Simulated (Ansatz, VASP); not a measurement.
One calculation of GaAs, two programs

```
Ga As
1.0
     0.00000    2.92859    2.92859
     2.92859    0.00000    2.92859
     2.92859    2.92859    0.00000
Ga As
1 1
Direct
  0.00000 0.00000 0.00000
  0.25000 0.25000 0.25000
```

Alike in both runs: task single point; functional PBE; k mesh 6 × 6 × 6; no spin polarisation.

|  | VASP | Ansatz |
| --- | --- | --- |
| version | VASP 6.6.1 | Ansatz 0.2.0 |
| potentials or method | VASP PAW PBE potentials, release 64 (Ga_d, As) | plane waves, PAW |
| plane-wave cutoff (eV) | 520 | 420 |
| occupations | gaussian, width 0.01 eV | fixed |
| valence electrons in the cell | 18 | 28 |

```tsv
	VASP	Ansatz	Ansatz less VASP
gap on the k mesh at the Fermi level (eV)	none	none	-
pressure (GPa)	-2.8	-2.9	-0.12
```

A gap of «none» marks a metal or a gap that the smearing closes. VASP's potentials hold 18 valence electrons a cell and Ansatz's 28, so a difference there can come from the potentials and not from the codes. Ansatz's warnings: unresolved pair at count.
